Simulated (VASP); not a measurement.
# CsAs (Pm-3m) in VASP: a series of runs

The runs below take CsAs through single point, with LDA.

Program: VASP 6.6.1. These are calculated values, not measurements. Logs are shortened: lines on timing, memory, paths and dates and some standing lists are left out, and cuts for length are marked.

## 1. The cell of the first run

The structure is cubic, space group Pm-3m (No. 221). Conventional cell: a = 3.579 Å, b = 3.579 Å, c = 3.579 Å, α = 90.00°, β = 90.00°, γ = 90.00°. Cs (site symmetry m-3m) has 8 As at 3.10 Å and 6 Cs at 3.58 Å within 4.1 Å. Within 4.1 Å of As (site symmetry m-3m) lie 8 Cs at 3.10 Å and 6 As at 3.58 Å.

## 2. Single point, LDA

INCAR reads:

```
PREC = Accurate ; ENCUT = 510
EDIFF = 1E-6 ; ISMEAR = -1
SIGMA = 0.05 ; LREAL = False
LASPH = True ; NELM = 120
ALGO = Normal ; ISIF = 2
LWAVE = False ; LCHARG = False
NBANDS = 19 ; GGA_COMPAT = False
```

KPOINTS reads:

```
regular mesh
0
Gamma
  6 6 6
```

POSCAR reads:

```
CsAs
1.0
    3.5788314759      0.0000000000      0.0000000000
    0.0000000000      3.5788314759      0.0000000000
    0.0000000000      0.0000000000      3.5788314759
Cs As
1 1
Direct
    0.0000000000      0.0000000000      0.0000000000
    0.5000000000      0.5000000000      0.5000000000
```

Potentials or basis: VASP PAW LDA potentials, release 64 (Cs_sv, As_d).

The run is started by

```console
cat potpaw_LDA.64/Cs_sv/POTCAR potpaw_LDA.64/As_d/POTCAR > POTCAR
mpirun -np 1 vasp_std > vasp.out
```

OUTCAR:

```text
PREC = Accurate
   ENCUT = 510
   EDIFF = 1E-6
   ISMEAR = -1
   LREAL = False
   LASPH = True
   NELM = 120
   ISIF = 2

 ion  position               nearest neighbor table
   1  0.000  0.000  0.000-
   2  0.500  0.500  0.500-

  LATTYP: Found a simple cubic cell.
 ALAT       =     3.5788314759

  Lattice vectors:

 A1 = (   3.5788314759,   0.0000000000,   0.0000000000)
 A2 = (   0.0000000000,   3.5788314759,   0.0000000000)
 A3 = (   0.0000000000,   0.0000000000,   3.5788314759)

Analysis of symmetry for initial positions (statically):
=====================================================================
 Subroutine PRICEL returns:
 Original cell was already a primitive cell.

 Routine SETGRP: Setting up the symmetry group for a
 simple cubic supercell.

 Subroutine GETGRP returns: Found 48 space group operations
 (whereof 48 operations were pure point group operations)
 out of a pool of 48 trial point group operations.

The static configuration has the point symmetry O_h .

Analysis of symmetry for dynamics (positions and initial velocities):
=====================================================================
 Subroutine PRICEL returns:
 Original cell was already a primitive cell.

 Routine SETGRP: Setting up the symmetry group for a
 simple cubic supercell.

 Subroutine GETGRP returns: Found 48 space group operations
 (whereof 48 operations were pure point group operations)
 out of a pool of 48 trial point group operations.

The dynamic configuration has the point symmetry O_h .

 Subroutine INISYM returns: Found 48 space group operations
 (whereof 48 operations are pure point group operations),
 and found     1 'primitive' translations

----------------------------------------------------------------------------------------

                                     Primitive cell

  volume of cell :      45.8378

  direct lattice vectors                    reciprocal lattice vectors
     3.578831476  0.000000000  0.000000000     0.279420813  0.000000000  0.000000000
     0.000000000  3.578831476  0.000000000     0.000000000  0.279420813  0.000000000
     0.000000000  0.000000000  3.578831476     0.000000000  0.000000000  0.279420813

  length of vectors
     3.578831476  3.578831476  3.578831476     0.279420813  0.279420813  0.279420813

  position of ions in fractional coordinates (direct lattice)
     0.000000000  0.000000000  0.000000000
[... 69 lines left out ...]
   LSORBIT =      F    spin-orbit coupling
   LASPH  =      T    aspherical Exc in radial PAW
   ENCUT  =  510.0 eV  37.48 Ry    6.12 a.u.   6.59  6.59  6.59*2*pi/ulx,y,z
   NELM   =    120;   NELMIN=  2; NELMDL= -5     # of ELM steps
   EDIFF  = 0.1E-05   stopping-criterion for ELM
   LREAL  =      F    real-space projection
   EDIFFG = 0.1E-04   stopping-criterion for IOM
   NSW    =      0    number of steps for IOM
   IBRION =     -1    ionic relax: 0-MD 1-quasi-New 2-CG
   NFREE  =      0    steps in history (QN), initial steepest desc. (CG)
   ISIF   =      2    stress and relaxation
   ISYM   =      2    0-nonsym 1-usesym 2-fastsym
   POTIM  = 0.5000    time-step for ionic-motion
   TEBEG  =    0.0;   TEEND  =   0.0 temperature during run
   PSTRESS=    0.0 pullay stress
   NELECT =      24.0000    total number of electrons
   NUPDOWN=      -1.0000    fix difference up-down
   EMIN   =  10.00;   EMAX   =-10.00  energy-range for DOS
   EFERMI =   0.00;   METHOD = LEGACY
   ISMEAR =    -1;   SIGMA  =   0.05  broadening in eV -4-tet -1-fermi 0-gaus
   EFERMI_NEDOS =   21; number of points for ismear=-14 and -15
   IALGO  =     38    algorithm
   IMIX   =      4    mixing-type and parameters
     AMIX     =   0.40;   BMIX     =  1.00
     AMIX_MAG =   1.60;   BMIX_MAG =  1.00
  volume/ion in A,a.u.               =      22.92       154.66
  Fermi-wavevector in a.u.,A,eV,Ry     =   1.319484  2.493462 23.688246  1.741037
  Thomas-Fermi vector in A             =   2.449378
   LORBIT       =      0    0 simple, 1 ext, 2 COOP (PROOUT), +10 PAW based schemes
   GGA     = CA    functional components
   LHFCALC =     F    Hartree Fock is set to
   AEXX    =    0.0000 exact exchange contribution
   IVDW    =     0    specifies the selected vdW correction
   LEPSILON=     F    determine dielectric tensor
   LRPA    =     F    only Hartree local field effects (RPA)
 non-spin polarized calculation
  energy-cutoff  :      510.00
  volume of cell :       45.84
 maximum number of plane-waves:      1222
 NGX is ok and might be reduce to    28
   NGX = 13   NGY = 13   NGZ = 13

 number of electron      23.9999994 magnetization

 Free energy of the ion-electron system (eV)
  ---------------------------------------------------
  ext. energy  EPLUGINS =         0.00000000
  ---------------------------------------------------
  free energy    TOTEN  =        -4.86362220 eV

  energy without entropy =       -4.83691841  energy(sigma->0) =       -4.85027030

 E-fermi :   4.9128     XC(G=0): -11.1894

 val. band max:        4.8189127123   @ k =   0.5000   0.5000   0.0000
 cond. band min:       4.9267751497   @ k =   0.1667   0.1667   0.1667
 fundamental gap:      0.1078624374
 Fermi energy:         4.9128158833

 k-point     1 :       0.0000    0.0000    0.0000
  band No.  band energies     occupation
      1     -30.5445      2.00000
      2     -30.5445      2.00000
      3     -30.5445      2.00000
      4     -30.5409      2.00000
      5     -30.5409      2.00000
      6     -17.3443      2.00000
[... 417 lines left out ...]
      6     -16.2393      2.00000
[... 11 lines left out ...]
     18      16.9068      0.00000
     19      16.9068      0.00000

------------------------ aborting loop because EDIFF is reached ----------------------------------------

  FORCE on cell =-STRESS in cart. coord.  units (eV):
  Direction    XX          YY          ZZ          XY          YZ          ZX
  --------------------------------------------------------------------------------------
  -------------------------------------------------------------------------------------
  Total        6.0273518      6.0273518      6.0273518     -0.0000000     -0.0000000      0.0000000
  in kB      210.6751807    210.6751807    210.6751807     -0.0000000     -0.0000000      0.0000000
  external PRESSURE =     210.6751807 kB  Pullay stress =       0.0000000 kB

 VOLUME and BASIS-vectors are now :
 -----------------------------------------------------------------------------
  energy-cutoff  :      510.00
  volume of cell :       45.84
      direct lattice vectors                 reciprocal lattice vectors
     3.578831476  0.000000000  0.000000000     0.279420813  0.000000000  0.000000000
     0.000000000  3.578831476  0.000000000     0.000000000  0.279420813  0.000000000
     0.000000000  0.000000000  3.578831476     0.000000000  0.000000000  0.279420813

 POSITION                                       TOTAL-FORCE (eV/Angst)
 -----------------------------------------------------------------------------------
      0.00000      0.00000      0.00000         0.000000      0.000000      0.000000
      1.78942      1.78942      1.78942         0.000000      0.000000      0.000000
 -----------------------------------------------------------------------------------
    total drift:                                0.000000      0.000000      0.000000

  FREE ENERGIE OF THE ION-ELECTRON SYSTEM (eV)
  ---------------------------------------------------
  free  energy   TOTEN  =        -4.8636221962 eV

  energy  without entropy=       -4.8369184071  energy(sigma->0) =       -4.85027030
```

OSZICAR:

```text
N       E                     dE             d eps       ncg     rms          rms(c)
DAV:   1     0.183873566235E+03    0.18387E+03   -0.11303E+04   950   0.519E+03
DAV:   2     0.160384935405E+02   -0.16784E+03   -0.16241E+03   878   0.904E+02
DAV:   3    -0.428692568865E+01   -0.20325E+02   -0.20053E+02   832   0.116E+02
DAV:   4    -0.505765232151E+01   -0.77073E+00   -0.76926E+00   929   0.243E+01
DAV:   5    -0.506923900365E+01   -0.11587E-01   -0.11585E-01   904   0.348E+00    0.229E+00
DAV:   6    -0.489700226899E+01    0.17224E+00   -0.23118E-01  1029   0.338E+00    0.126E+00
DAV:   7    -0.486525718518E+01    0.31745E-01   -0.10811E-01   915   0.174E+00    0.371E-01
DAV:   8    -0.486377827343E+01    0.14789E-02   -0.96329E-03   958   0.934E-01    0.982E-02
DAV:   9    -0.486362993992E+01    0.14833E-03   -0.26065E-04   910   0.114E-01    0.556E-02
DAV:  10    -0.486362458594E+01    0.53540E-05   -0.51603E-05  1013   0.125E-01    0.137E-02
DAV:  11    -0.486362243050E+01    0.21554E-05   -0.67287E-06  1011   0.292E-02    0.527E-03
DAV:  12    -0.486362219618E+01    0.23432E-06   -0.12136E-06   511   0.178E-02
   1 F= -.48636222E+01 E0= -.48502703E+01  d E =-.267038E-01
```

It took 8 s on 1 thread of Intel Xeon Platinum 8488C (Sapphire Rapids), shared host; peak memory 0.14 GiB.

What came out:

```
Free energy            : -4.8636 eV
Pressure               : 21.1 GPa
Band gap on the k mesh : zero (bands 12 and 13 overlap by 4.98 eV)
```

Caveat: the cell stands under pressure; spin-orbit coupling is left out, which moves the levels of the heavy elements.

## 3. Single point, LDA

This run uses another cell than the first one, of 20.97 Å³/atom.

INCAR reads:

```
ALGO = Normal
EDIFF = 1E-6
ENCUT = 510
GGA = CA
GGA_COMPAT = F
ISIF = 2
ISMEAR = -1
LASPH = T
LCHARG = T
LELF = T
LREAL = F
LVHAR = T
LWAVE = F
NBANDS = 19
NELM = 120
PREC = Accurate
SIGMA = 0.05
```

KPOINTS reads:

```
k-points
0
Gamma
  6 6 6
```

POSCAR reads:

```
CsAs
1.0
    3.4744773946      0.0000000000      0.0000000000
    0.0000000000      3.4744773946      0.0000000000
    0.0000000000      0.0000000000      3.4744773946
Cs As
1 1
Direct
    0.0000000000      0.0000000000      0.0000000000
    0.5000000000      0.5000000000      0.5000000000
```

Potentials or basis: VASP PAW LDA potentials, release 64 (Cs_sv, As_d).

The run is started by

```console
cat potpaw_LDA.64/Cs_sv/POTCAR potpaw_LDA.64/As_d/POTCAR > POTCAR
mpirun -np 1 vasp_std > vasp.out
```

OUTCAR:

```text
EDIFF = 1E-6
   ENCUT = 510
   GGA = CA
   ISIF = 2
   ISMEAR = -1
   LASPH = T
   LREAL = F
   NELM = 120
   PREC = Accurate

 ion  position               nearest neighbor table
   1  0.000  0.000  0.000-   2 3.01   2 3.01   2 3.01   2 3.01   2 3.01   2 3.01   2 3.01   2 3.01

   2  0.500  0.500  0.500-   1 3.01   1 3.01   1 3.01   1 3.01   1 3.01   1 3.01   1 3.01   1 3.01

  LATTYP: Found a simple cubic cell.
 ALAT       =     3.4744773946

  Lattice vectors:

 A1 = (   3.4744773946,   0.0000000000,   0.0000000000)
 A2 = (   0.0000000000,   3.4744773946,   0.0000000000)
 A3 = (   0.0000000000,   0.0000000000,   3.4744773946)

Analysis of symmetry for initial positions (statically):
=====================================================================
 Subroutine PRICEL returns:
 Original cell was already a primitive cell.

 Routine SETGRP: Setting up the symmetry group for a
 simple cubic supercell.

 Subroutine GETGRP returns: Found 48 space group operations
 (whereof 48 operations were pure point group operations)
 out of a pool of 48 trial point group operations.

The static configuration has the point symmetry O_h .

Analysis of symmetry for dynamics (positions and initial velocities):
=====================================================================
 Subroutine PRICEL returns:
 Original cell was already a primitive cell.

 Routine SETGRP: Setting up the symmetry group for a
 simple cubic supercell.

 Subroutine GETGRP returns: Found 48 space group operations
 (whereof 48 operations were pure point group operations)
 out of a pool of 48 trial point group operations.
[... 104 lines left out ...]
   POTIM  = 0.5000    time-step for ionic-motion
   TEBEG  =    0.0;   TEEND  =   0.0 temperature during run
   PSTRESS=    0.0 pullay stress
   NELECT =      24.0000    total number of electrons
   NUPDOWN=      -1.0000    fix difference up-down
   EMIN   =  10.00;   EMAX   =-10.00  energy-range for DOS
   EFERMI =   0.00;   METHOD = LEGACY
   ISMEAR =    -1;   SIGMA  =   0.05  broadening in eV -4-tet -1-fermi 0-gaus
   EFERMI_NEDOS =   21; number of points for ismear=-14 and -15
   IALGO  =     38    algorithm
   IMIX   =      4    mixing-type and parameters
     AMIX     =   0.40;   BMIX     =  1.00
     AMIX_MAG =   1.60;   BMIX_MAG =  1.00
  volume/ion in A,a.u.               =      20.97       141.53
  Fermi-wavevector in a.u.,A,eV,Ry     =   1.359114  2.568352 25.132542  1.847190
  Thomas-Fermi vector in A             =   2.485889
   LORBIT       =      0    0 simple, 1 ext, 2 COOP (PROOUT), +10 PAW based schemes
   GGA     = CA    functional components
   LHFCALC =     F    Hartree Fock is set to
   AEXX    =    0.0000 exact exchange contribution
   IVDW    =     0    specifies the selected vdW correction
   LEPSILON=     F    determine dielectric tensor
   LRPA    =     F    only Hartree local field effects (RPA)
 non-spin polarized calculation
  energy-cutoff  :      510.00
  volume of cell :       41.94
 maximum number of plane-waves:      1108
 NGX is ok and might be reduce to    28
   NGX = 13   NGY = 13   NGZ = 13

 number of electron      23.9999999 magnetization

 Free energy of the ion-electron system (eV)
  ---------------------------------------------------
  ext. energy  EPLUGINS =         0.00000000
  ---------------------------------------------------
  free energy    TOTEN  =        -4.23135295 eV

  energy without entropy =       -4.20532142  energy(sigma->0) =       -4.21833718

 E-fermi :   5.8713     XC(G=0): -11.6344

 val. band max:        5.8303113671   @ k =   0.3333   0.0000   0.0000
 cond. band min:       5.8751145036   @ k =   0.1667   0.1667   0.1667
 fundamental gap:      0.0448031365
 Fermi energy:         5.8713497486

 k-point     1 :       0.0000    0.0000    0.0000
  band No.  band energies     occupation
      1     -29.7205      2.00000
      2     -29.7205      2.00000
      3     -29.7205      2.00000
      4     -29.7178      2.00000
      5     -29.7178      2.00000
      6     -16.9025      2.00000
[... 417 lines left out ...]
      6     -15.4342      2.00000
[... 11 lines left out ...]
     18      18.7015      0.00000
     19      18.7015      0.00000

------------------------ aborting loop because EDIFF is reached ----------------------------------------

  FORCE on cell =-STRESS in cart. coord.  units (eV):
  Direction    XX          YY          ZZ          XY          YZ          ZX
  --------------------------------------------------------------------------------------
  -------------------------------------------------------------------------------------
  Total        8.2650740      8.2650740      8.2650740      0.0000000      0.0000000      0.0000000
  in kB      315.7103781    315.7103781    315.7103781      0.0000000      0.0000000      0.0000000
  external PRESSURE =     315.7103781 kB  Pullay stress =       0.0000000 kB

 VOLUME and BASIS-vectors are now :
 -----------------------------------------------------------------------------
  energy-cutoff  :      510.00
  volume of cell :       41.94
      direct lattice vectors                 reciprocal lattice vectors
     3.474477395  0.000000000  0.000000000     0.287813068  0.000000000  0.000000000
     0.000000000  3.474477395  0.000000000     0.000000000  0.287813068  0.000000000
     0.000000000  0.000000000  3.474477395     0.000000000  0.000000000  0.287813068

 POSITION                                       TOTAL-FORCE (eV/Angst)
 -----------------------------------------------------------------------------------
      0.00000      0.00000      0.00000         0.000000      0.000000      0.000000
      1.73724      1.73724      1.73724         0.000000      0.000000      0.000000
 -----------------------------------------------------------------------------------
    total drift:                                0.000000      0.000000      0.000000

  FREE ENERGIE OF THE ION-ELECTRON SYSTEM (eV)
  ---------------------------------------------------
  free  energy   TOTEN  =        -4.2313529485 eV

  energy  without entropy=       -4.2053214192  energy(sigma->0) =       -4.21833718
```

OSZICAR:

```text
N       E                     dE             d eps       ncg     rms          rms(c)
DAV:   1     0.179044453207E+03    0.17904E+03   -0.11593E+04   979   0.537E+03
DAV:   2     0.173483493339E+02   -0.16170E+03   -0.15548E+03   871   0.790E+02
DAV:   3    -0.373476417245E+01   -0.21083E+02   -0.20803E+02   829   0.119E+02
DAV:   4    -0.449147656953E+01   -0.75671E+00   -0.75262E+00   965   0.232E+01
DAV:   5    -0.450062709082E+01   -0.91505E-02   -0.91488E-02   912   0.299E+00    0.273E+00
DAV:   6    -0.427184703443E+01    0.22878E+00   -0.32122E-01  1008   0.427E+00    0.149E+00
DAV:   7    -0.423387857788E+01    0.37968E-01   -0.13243E-01   955   0.190E+00    0.459E-01
DAV:   8    -0.423156176410E+01    0.23168E-02   -0.10694E-02   976   0.108E+00    0.108E-01
DAV:   9    -0.423135932208E+01    0.20244E-03   -0.28446E-04   947   0.138E-01    0.591E-02
DAV:  10    -0.423135667350E+01    0.26486E-05   -0.52936E-05  1038   0.137E-01    0.126E-02
DAV:  11    -0.423135324093E+01    0.34326E-05   -0.80445E-06  1005   0.404E-02    0.448E-03
DAV:  12    -0.423135294851E+01    0.29242E-06   -0.14820E-06   610   0.201E-02
   1 F= -.42313529E+01 E0= -.42183372E+01  d E =-.260315E-01
```

stdout:

```text
POSCAR found type information on POSCAR CsAs
 POSCAR found :  2 types and       2 ions
 scaLAPACK will be used
 LDA part: xc-table for (Slater(with rela. corr.)+CA(PZ))
 , standard interpolation
 POSCAR, INCAR and KPOINTS ok, starting setup
 FFT: planning ... GRIDC
 FFT: planning ... GRID_SOFT
 FFT: planning ... GRID
 WAVECAR not read
 entering main loop
```

Wall time 7.2 s (1 thread of AMD EPYC 9R45 (Zen 5), shared host); peak memory 0.12 GiB.

Results:

```
Free energy            : -4.2314 eV
Pressure               : 31.6 GPa
Band gap on the k mesh : zero (bands 12 and 13 overlap by 5.40 eV)
```

Caveat: the cell stands under pressure; spin-orbit coupling is left out, which moves the levels of the heavy elements.

The gap in the log of VASP goes by the Fermi energy; the results here count the filled bands.